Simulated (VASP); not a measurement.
# KTaO3 (P4/mmm) in VASP: notebook, part 2 of 2

VASP 6.6.1. Earlier steps stand in the parts before.

## Step 3: Single point, PBE (normal strain along x +0.0233, normal strain along y +0.0233)

File INCAR:

```
SYSTEM = KTaO3
PREC     = Accurate       ! precision mode
ENCUT    = 520            ! plane-wave cutoff, eV
EDIFF    = 1E-6           ! SCF threshold, eV
ISMEAR   = 0              ! smearing method
SIGMA    = 0.05           ! smearing width, eV
LREAL    = .FALSE.        ! projectors in reciprocal space
LASPH    = .TRUE.         ! aspherical terms in the spheres
NELM     = 80             ! most SCF steps
ALGO     = Normal         ! electronic algorithm
ISIF     = 2              ! what is computed and relaxed
LWAVE    = .FALSE.        ! write WAVECAR
LCHARG   = .FALSE.        ! write CHGCAR
GGA      = PE             ! functional
NBANDS   = 27             ! bands
```

File KPOINTS:

```
Automatic mesh
0
G
  8 8 8
  0 0 0
```

File POSCAR:

```
KTaO3
1.0
    4.1186297142      0.0000000000      0.0000000000
    0.0000000000      4.1186297142      0.0000000000
    0.0000000000      0.0000000000      4.0248506931
K Ta O
1 1 3
Direct
    0.5000000000      0.5000000000      0.5000000000
    0.0000000000      0.0000000000      0.0000000000
    0.5000000000      0.0000000000      0.0000000000
    0.0000000000      0.5000000000      0.0000000000
    0.0000000000      0.0000000000      0.5000000000
```

Potentials or basis: VASP PAW PBE potentials, release 64 (K_sv, Ta_pv, O).

Command:

```bash
> cat potpaw_PBE.64/K_sv/POTCAR potpaw_PBE.64/Ta_pv/POTCAR potpaw_PBE.64/O/POTCAR > POTCAR
> mpirun -np 1 vasp_std > vasp.out
```

OUTCAR:

```text
SYSTEM = KTaO3
   PREC = Accurate
   ENCUT = 520
   EDIFF = 1E-6
   ISMEAR = 0
   LREAL = .FALSE.
   LASPH = .TRUE.
   NELM = 80
   ISIF = 2
   GGA = PE

 ion  position               nearest neighbor table
   1  0.500  0.500  0.500-   3 2.88   4 2.88   3 2.88   4 2.88   3 2.88   3 2.88   4 2.88   4 2.88
                             2 3.54   2 3.54   2 3.54   2 3.54   2 3.54   2 3.54   2 3.54   2 3.54
   2  0.000  0.000  0.000-   5 2.01   5 2.01   3 2.06   4 2.06   4 2.06   3 2.06   1 3.54   1 3.54
                             1 3.54   1 3.54   1 3.54   1 3.54   1 3.54   1 3.54
   3  0.500  0.000  0.000-   2 2.06   2 2.06   1 2.88   1 2.88   1 2.88   1 2.88
   4  0.000  0.500  0.000-   2 2.06   2 2.06   1 2.88   1 2.88   1 2.88   1 2.88
   5  0.000  0.000  0.500-   2 2.01   2 2.01

  LATTYP: Found a simple tetragonal cell.
 ALAT       =     4.1186297142
 C/A-ratio  =     0.9772305287

  Lattice vectors:

 A1 = (   4.1186297142,   0.0000000000,   0.0000000000)
 A2 = (   0.0000000000,   4.1186297142,   0.0000000000)
 A3 = (   0.0000000000,   0.0000000000,   4.0248506931)

Analysis of symmetry for initial positions (statically):
=====================================================================
 Subroutine PRICEL returns:
 Original cell was already a primitive cell.

 Routine SETGRP: Setting up the symmetry group for a
 simple tetragonal supercell.

 Subroutine GETGRP returns: Found 16 space group operations
 (whereof 16 operations were pure point group operations)
 out of a pool of 16 trial point group operations.

The static configuration has the point symmetry D_4h.

Analysis of symmetry for dynamics (positions and initial velocities):
=====================================================================
 Subroutine PRICEL returns:
 Original cell was already a primitive cell.

 Routine SETGRP: Setting up the symmetry group for a
 simple tetragonal supercell.

 Subroutine GETGRP returns: Found 16 space group operations
 (whereof 16 operations were pure point group operations)
 out of a pool of 16 trial point group operations.

The dynamic configuration has the point symmetry D_4h.

 Subroutine INISYM returns: Found 16 space group operations
 (whereof 16 operations are pure point group operations),
 and found     1 'primitive' translations

----------------------------------------------------------------------------------------

                                     Primitive cell

  volume of cell :      68.2740

  direct lattice vectors                    reciprocal lattice vectors
     4.118629714  0.000000000  0.000000000     0.242799200  0.000000000  0.000000000
     0.000000000  4.118629714  0.000000000     0.000000000  0.242799200  0.000000000
     0.000000000  0.000000000  4.024850693     0.000000000  0.000000000  0.248456421

  length of vectors
     4.118629714  4.118629714  4.024850693     0.242799200  0.242799200  0.248456421

  position of ions in fractional coordinates (direct lattice)
     0.500000000  0.500000000  0.500000000
     0.000000000  0.000000000  0.000000000
     0.500000000  0.000000000  0.000000000
     0.000000000  0.500000000  0.000000000
     0.000000000  0.000000000  0.500000000

  ion indices of the primitive-cell ions
   primitive index   ion index
                 1           1
                 2           2
                 3           3
                 4           4
[... 23 lines left out ...]
 Subroutine IBZKPT returns following result:
 ===========================================

 Found     75 irreducible k-points:

 Following reciprocal coordinates:
            Coordinates               Weight
  0.000000  0.000000  0.000000      1.000000
  0.125000  0.000000  0.000000      4.000000
  0.250000  0.000000  0.000000      4.000000
  0.375000  0.000000  0.000000      4.000000
  0.500000  0.000000  0.000000      2.000000
  0.125000  0.125000  0.000000      4.000000
[... 16 lines left out ...]
  0.375000  0.125000  0.125000     16.000000
  0.500000  0.125000  0.125000      8.000000
 [... further k-points ...]
   k-points           NKPTS =     75   k-points in BZ     NKDIM =     75   number of bands    NBANDS=     27
   number of dos      NEDOS =    301   number of ions     NIONS =      5
   total plane-waves  NPLWV =  30720
   dimension x,y,z NGX =    32 NGY =   32 NGZ =   30
   dimension x,y,z NGXF=    64 NGYF=   64 NGZF=   60
   ions per type =               1   1   3
   NGX,Y,Z   is equivalent  to a cutoff of  12.92, 12.92, 12.39 a.u.
   NGXF,Y,Z  is equivalent  to a cutoff of  25.83, 25.83, 24.78 a.u.
 SYSTEM =  KTaO3
   PREC   = accura    normal or accurate (medium, high low for compatibility)
   ISTART =      0    job   : 0-new  1-cont  2-samecut
   ICHARG =      2    charge: 1-file 2-atom 10-const
   ISPIN  =      1    spin polarized calculation?
   LNONCOLLINEAR =      F non collinear calculations
   LSORBIT =      F    spin-orbit coupling
   LASPH  =      T    aspherical Exc in radial PAW
   ENCUT  =  520.0 eV  38.22 Ry    6.18 a.u.   7.66  7.66  7.48*2*pi/ulx,y,z
   NELM   =     80;   NELMIN=  2; NELMDL= -5     # of ELM steps
   EDIFF  = 0.1E-05   stopping-criterion for ELM
   LREAL  =      F    real-space projection
   EDIFFG = 0.1E-04   stopping-criterion for IOM
   NSW    =      0    number of steps for IOM
   IBRION =     -1    ionic relax: 0-MD 1-quasi-New 2-CG
   NFREE  =      0    steps in history (QN), initial steepest desc. (CG)
   ISIF   =      2    stress and relaxation
   ISYM   =      2    0-nonsym 1-usesym 2-fastsym
   POTIM  = 0.5000    time-step for ionic-motion
   TEBEG  =    0.0;   TEEND  =   0.0 temperature during run
   PSTRESS=    0.0 pullay stress
   NELECT =      38.0000    total number of electrons
   NUPDOWN=      -1.0000    fix difference up-down
   EMIN   =  10.00;   EMAX   =-10.00  energy-range for DOS
   EFERMI =   0.00;   METHOD = LEGACY
   ISMEAR =     0;   SIGMA  =   0.05  broadening in eV -4-tet -1-fermi 0-gaus
   EFERMI_NEDOS =   21; number of points for ismear=-14 and -15
   IALGO  =     38    algorithm
   IMIX   =      4    mixing-type and parameters
     AMIX     =   0.40;   BMIX     =  1.00
     AMIX_MAG =   1.60;   BMIX_MAG =  1.00
  volume/ion in A,a.u.               =      13.65        92.15
  Fermi-wavevector in a.u.,A,eV,Ry     =   1.346638  2.544777 24.673275  1.813435
  Thomas-Fermi vector in A             =   2.474454
   LORBIT       =      0    0 simple, 1 ext, 2 COOP (PROOUT), +10 PAW based schemes
   GGA     = PE    functional components
   LHFCALC =     F    Hartree Fock is set to
   AEXX    =    0.0000 exact exchange contribution
   IVDW    =     0    specifies the selected vdW correction
   LEPSILON=     F    determine dielectric tensor
   LRPA    =     F    only Hartree local field effects (RPA)
 non-spin polarized calculation
 Gauss-broadening in eV      SIGMA  =   0.05
  energy-cutoff  :      520.00
  volume of cell :       68.27
 maximum number of plane-waves:      1862
 NGX is ok and might be reduce to    32
   NGX = 15   NGY = 15   NGZ = 15

 number of electron      38.0000010 magnetization

 Free energy of the ion-electron system (eV)
  ---------------------------------------------------
  ext. energy  EPLUGINS =         0.00000000
  ---------------------------------------------------
  free energy    TOTEN  =       -40.97985886 eV

  energy without entropy =      -40.97985886  energy(sigma->0) =      -40.97985886

 E-fermi :   1.6791     XC(G=0): -10.4962

 val. band max:        1.3388951065   @ k =   0.5000   0.5000   0.5000
 cond. band min:       3.3038329665   @ k =   0.0000   0.0000   0.0000
 fundamental gap:      1.9649378600
 Fermi energy:         1.6791136994

 k-point     1 :       0.0000    0.0000    0.0000
  band No.  band energies     occupation
      1     -33.1567      2.00000
      2     -33.1334      2.00000
      3     -33.1334      2.00000
      4     -26.0762      2.00000
      5     -16.0194      2.00000
      6     -15.3629      2.00000
[... 709 lines left out ...]
     26      10.9065      0.00000
     27      11.7505      0.00000

 [... further k-points ...]
[... 5 lines left out ...]
  --------------------------------------------------------------------------------------
  -------------------------------------------------------------------------------------
  Total       -4.0496057     -4.0496057     -1.1682130      0.0000000      0.0000000      0.0000000
  in kB      -95.0316014    -95.0316014    -27.4143119      0.0000000      0.0000000      0.0000000
  external PRESSURE =     -72.4925049 kB  Pullay stress =       0.0000000 kB

 VOLUME and BASIS-vectors are now :
 -----------------------------------------------------------------------------
  energy-cutoff  :      520.00
  volume of cell :       68.27
      direct lattice vectors                 reciprocal lattice vectors
     4.118629714  0.000000000  0.000000000     0.242799200  0.000000000  0.000000000
     0.000000000  4.118629714  0.000000000     0.000000000  0.242799200  0.000000000
     0.000000000  0.000000000  4.024850693     0.000000000  0.000000000  0.248456421

 POSITION                                       TOTAL-FORCE (eV/Angst)
 -----------------------------------------------------------------------------------
      2.05931      2.05931      2.01243         0.000000      0.000000      0.000000
      0.00000      0.00000      0.00000         0.000000      0.000000      0.000000
      2.05931      0.00000      0.00000         0.000000      0.000000      0.000000
      0.00000      2.05931      0.00000         0.000000      0.000000      0.000000
      0.00000      0.00000      2.01243         0.000000      0.000000      0.000000
 -----------------------------------------------------------------------------------
    total drift:                                0.000000      0.000000     -0.000000

  FREE ENERGIE OF THE ION-ELECTRON SYSTEM (eV)
  ---------------------------------------------------
  free  energy   TOTEN  =       -40.9798588606 eV

  energy  without entropy=      -40.9798588606  energy(sigma->0) =      -40.97985886
```

It took 81 s on 1 thread of AMD EPYC 7R13 (Zen 3), shared host; peak memory 0.24 GiB.

Results:

```
Free energy            : -40.9799 eV
Pressure               : -7.2 GPa
Band gap on the k mesh : 1.96 eV, indirect (least direct gap 2.61 eV)
```

Levels at points of the mesh, in eV from the valence-band top:
```tsv
k point	band 16	band 17	band 18	band 19	band 20	band 21	band 22	band 23
(0.00, 0.00, 0.00)	-0.89	-0.66	-0.66	-0.64	1.96	1.99	1.99	5.75
(0.50, 0.00, 0.00)	-2.06	-1.37	-0.91	-0.84	2.11	4.43	4.43	5.98
(0.50, 0.50, 0.00)	-1.83	-1.52	-1.52	-0.04	4.46	4.46	5.58	7.08
(0.00, 0.00, 0.50)	-1.94	-1.32	-0.82	-0.82	2.11	4.70	4.70	5.79
(0.50, 0.00, 0.50)	-1.78	-1.30	-1.28	-0.07	4.46	4.73	5.78	6.55
(0.50, 0.50, 0.50)	-3.54	-0.03	-0.03	0.00	5.68	5.87	5.87	8.59
```

Caveat: the cell differs from its parent crystal (normal strain along x +0.0233, normal strain along y +0.0233); spin-orbit coupling is left out, which moves the levels of the heavy elements.
